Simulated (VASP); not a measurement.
# SnO2 (R-3m) in VASP: notebook, part 2 of 2

VASP 6.6.1. The steps go on from the part before.

**3. Single point, PBE**

This run uses another cell than the first one, of 14.30 Å³/atom.

Input file INCAR:

```
SYSTEM = SnO2
PREC = Accurate
ENCUT = 520
EDIFF = 1E-6
ISMEAR = 0
SIGMA = 0.05
LREAL = .False.
LASPH = .True.
NELM = 100
ALGO = Normal
ISIF = 2
LWAVE = .False.
LCHARG = .False.
GGA = PE
NBANDS = 20
```

Input file KPOINTS:

```
Automatic mesh
0
Gamma
  12 12 12
  0 0 0
```

Input file POSCAR:

```
SnO2
1.0
    1.5965564961      0.9217723228      4.8567771841
   -1.5965564961      0.9217723228      4.8567771841
    0.0000000000     -1.8435446456      4.8567771841
Sn O
1 2
Direct
    0.5000000000      0.5000000000      0.5000000000
    0.2348826742      0.2348826742      0.2348826742
    0.7651173258      0.7651173258      0.7651173258
```

Potentials or basis: VASP PAW PBE potentials, release 64 (Sn_d, O).

Started as:

```sh
cat potpaw_PBE.64/Sn_d/POTCAR potpaw_PBE.64/O/POTCAR > POTCAR
mpirun -np 1 vasp_std > vasp.out
```

OUTCAR:

```text
SYSTEM = SnO2
   PREC = Accurate
   ENCUT = 520
   EDIFF = 1E-6
   ISMEAR = 0
   LREAL = .False.
   LASPH = .True.
   NELM = 100
   ISIF = 2
   GGA = PE

 ion  position               nearest neighbor table
   1  0.500  0.500  0.500-   2 2.09   2 2.09   3 2.09   3 2.09   2 2.09   3 2.09
   2  0.235  0.235  0.235-   1 2.09   1 2.09   1 2.09
   3  0.765  0.765  0.765-   1 2.09   1 2.09   1 2.09

  LATTYP: Found a trigonal (rhomboedric) cell.
 ALAT       =     5.1948957137
 COS(alpha) =     0.8110943660

  Lattice vectors:

 A1 = (   1.5965564961,   0.9217723228,   4.8567771841)
 A2 = (  -1.5965564961,   0.9217723228,   4.8567771841)
 A3 = (   0.0000000000,  -1.8435446456,   4.8567771841)

Analysis of symmetry for initial positions (statically):
=====================================================================
 Subroutine PRICEL returns:
 Original cell was already a primitive cell.

 Routine SETGRP: Setting up the symmetry group for a
 trigonal (rhombohedral) supercell.

 Subroutine GETGRP returns: Found 12 space group operations
 (whereof 12 operations were pure point group operations)
 out of a pool of 12 trial point group operations.

The static configuration has the point symmetry D_3d.

Analysis of symmetry for dynamics (positions and initial velocities):
=====================================================================
 Subroutine PRICEL returns:
 Original cell was already a primitive cell.

 Routine SETGRP: Setting up the symmetry group for a
 trigonal (rhombohedral) supercell.

 Subroutine GETGRP returns: Found 12 space group operations
 (whereof 12 operations were pure point group operations)
 out of a pool of 12 trial point group operations.

The dynamic configuration has the point symmetry D_3d.

 Subroutine INISYM returns: Found 12 space group operations
 (whereof 12 operations are pure point group operations),
 and found     1 'primitive' translations

[... 107 lines left out ...]
   NELECT =      26.0000    total number of electrons
   NUPDOWN=      -1.0000    fix difference up-down
   EMIN   =  10.00;   EMAX   =-10.00  energy-range for DOS
   EFERMI =   0.00;   METHOD = LEGACY
   ISMEAR =     0;   SIGMA  =   0.05  broadening in eV -4-tet -1-fermi 0-gaus
   EFERMI_NEDOS =   21; number of points for ismear=-14 and -15
   IALGO  =     38    algorithm
   IMIX   =      4    mixing-type and parameters
     AMIX     =   0.40;   BMIX     =  1.00
     AMIX_MAG =   1.60;   BMIX_MAG =  1.00
  volume/ion in A,a.u.               =      14.30        96.47
  Fermi-wavevector in a.u.,A,eV,Ry     =   1.385575  2.618358 26.120724  1.919819
  Thomas-Fermi vector in A             =   2.509973
   LORBIT       =      0    0 simple, 1 ext, 2 COOP (PROOUT), +10 PAW based schemes
   GGA     = PE    functional components
   LHFCALC =     F    Hartree Fock is set to
   AEXX    =    0.0000 exact exchange contribution
   IVDW    =     0    specifies the selected vdW correction
   LEPSILON=     F    determine dielectric tensor
   LRPA    =     F    only Hartree local field effects (RPA)
 non-spin polarized calculation
 Gauss-broadening in eV      SIGMA  =   0.05
  energy-cutoff  :      520.00
  volume of cell :       42.89
 maximum number of plane-waves:      1172
   NGX = 19   NGY = 19   NGZ = 19

 number of electron      26.0000001 magnetization

 Free energy of the ion-electron system (eV)
  ---------------------------------------------------
  ext. energy  EPLUGINS =         0.00000000
  ---------------------------------------------------
  free energy    TOTEN  =       -18.16401882 eV

  energy without entropy =      -18.16401882  energy(sigma->0) =      -18.16401882

 E-fermi :   3.6773     XC(G=0):  -9.9975

 val. band max:        3.3698986597   @ k =  -0.1667   0.2500   0.0833
 cond. band min:       5.6207750656   @ k =   0.0000   0.0000   0.0000
 fundamental gap:      2.2508764059
 Fermi energy:         3.6772728356

 k-point     1 :       0.0000    0.0000    0.0000
  band No.  band energies     occupation
      1     -16.6405      2.00000
      2     -16.3531      2.00000
      3     -16.3531      2.00000
      4     -16.1352      2.00000
      5     -16.1352      2.00000
      6     -14.7127      2.00000
[... 541 lines left out ...]
     19      16.6571      0.00000
     20      17.7639      0.00000

 [... further k-points ...]
[... 5 lines left out ...]
  --------------------------------------------------------------------------------------
  -------------------------------------------------------------------------------------
  Total        2.0795657      2.0795657      0.9672656      0.0000000     -0.0000000      0.0000000
  in kB       77.6919175     77.6919175     36.1367357      0.0000000     -0.0000000      0.0000000
  external PRESSURE =      63.8401902 kB  Pullay stress =       0.0000000 kB

 VOLUME and BASIS-vectors are now :
 -----------------------------------------------------------------------------
  energy-cutoff  :      520.00
  volume of cell :       42.89
      direct lattice vectors                 reciprocal lattice vectors
     1.596556496  0.921772323  4.856777184     0.313174010  0.180811099  0.068632618
    -1.596556496  0.921772323  4.856777184    -0.313174010  0.180811099  0.068632618
     0.000000000 -1.843544646  4.856777184     0.000000000 -0.361622198  0.068632618

 POSITION                                       TOTAL-FORCE (eV/Angst)
 -----------------------------------------------------------------------------------
      0.00000      0.00000      7.28517        -0.000000     -0.000000     -0.000000
      0.00000      0.00000      3.42232         0.000000     -0.000000      0.488153
      0.00000      0.00000     11.14801         0.000000      0.000000     -0.488153
 -----------------------------------------------------------------------------------
    total drift:                               -0.000000      0.000000     -0.000000

  FREE ENERGIE OF THE ION-ELECTRON SYSTEM (eV)
  ---------------------------------------------------
  free  energy   TOTEN  =       -18.1640188177 eV

  energy  without entropy=      -18.1640188177  energy(sigma->0) =      -18.16401882
```

Run time: 6.8 min. Hardware: 1 thread of Intel Xeon 8259CL, shared host; peak memory 0.34 GiB.

Results:

```
Free energy            : -18.1640 eV
Pressure               : 6.4 GPa
Largest force          : 0.488 eV/Å
Band gap on the k mesh : 2.25 eV (least direct gap 2.47 eV)
```

Forces in eV/Å, atoms in the order of the input:
```
Sn   0.000  0.000  0.000
O    0.000  0.000  0.488
O    0.000  0.000 -0.488
```

Caveat: the cell stands under pressure; spin-orbit coupling is left out, which moves the levels of the heavy elements. A k mesh can miss the band edges.
